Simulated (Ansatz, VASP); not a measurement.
# Two plane-wave programs on Ru

The input INCAR:

```
ALGO = Normal
EDIFF = 1E-7
EDIFFG = -0.04
ENCUT = 600
GGA = PS
IBRION = 2
ISIF = 3
ISMEAR = 0
LASPH = True
LCHARG = False
LREAL = False
LWAVE = False
NELM = 100
NSW = 90
PREC = Accurate
SIGMA = 0.1
```

Contents of KPOINTS:

```
k-points
0
Gamma
  6 6 4
```

The input POSCAR:

```
Ru
1.0
    3.3793162485      0.0000000000      0.0000000000
   -1.6896581242      2.9265737186      0.0000000000
    0.0000000000      0.0000000000      5.5758718100
Ru
4
Direct
    0.3333333333      0.6666666667      0.4375000000
    0.6666666667      0.3333333333      0.9375000000
    0.6666666667      0.3333333333      0.5625000000
    0.3333333333      0.6666666667      0.0625000000
```

Input for Ansatz:

```yaml
crystal:
  lattice:
    - [3.3793162485, 0.0, 0.0]
    - [-1.6896581242, 2.9265737186, 0.0]
    - [0.0, 0.0, 5.57587181]
  atoms:
    - { symbol: Ru, position: [0.3333333333, 0.6666666667, 0.4375] }
    - { symbol: Ru, position: [0.6666666667, 0.3333333333, 0.9375] }
    - { symbol: Ru, position: [0.6666666667, 0.3333333333, 0.5625] }
    - { symbol: Ru, position: [0.3333333333, 0.6666666667, 0.0625] }
basis:
  ecutwfc: 420
kpoints:
  mp_grid: { grid: [6, 6, 4] }
hamiltonian:
  xc: pbesol
scf:
  occupations: { method: gaussian, width: 0.1 }
  lower_state_search: "off"
output:
  forces: true
  stress: true
  eigenvalues: true
relax:
  adjacent_minimum: "off"
  f_tol: 0.04
  max_steps: 70
  cell: { stress_tol: 0.4 }
```

Alike in both runs: task relaxation of cell and atoms; functional PBEsol; k mesh 6 × 6 × 4; occupations gaussian, width 0.1 eV; no spin polarisation.

```csv
,VASP,Ansatz
version,VASP 6.6.1,Ansatz 0.2.0
potentials or method,"VASP PAW PBE potentials, release 64 (Ru_pv), cutoff 600 eV","scalar-relativistic, plane waves, PAW"
valence electrons in the cell,56,64
```

```csv
,VASP,Ansatz,Ansatz less VASP
"gap on the k mesh at the Fermi level, each at its own relaxed structure (eV)",none,none,-
relaxed volume (Å³/atom),19.03,19.03,+0.001
relaxed cell length with the largest relative difference (Å),5.514,5.530,+0.0158
```

VASP's potentials were made for PBE, not for PBEsol. A gap of «none» marks a metal or a gap that the smearing closes. VASP's potentials hold 56 valence electrons a cell and Ansatz's 64, so a difference there can come from the potentials and not from the codes.

Noted on VASP's run: the volume moved by over 15 % at a fixed basis, so the end points are rough.
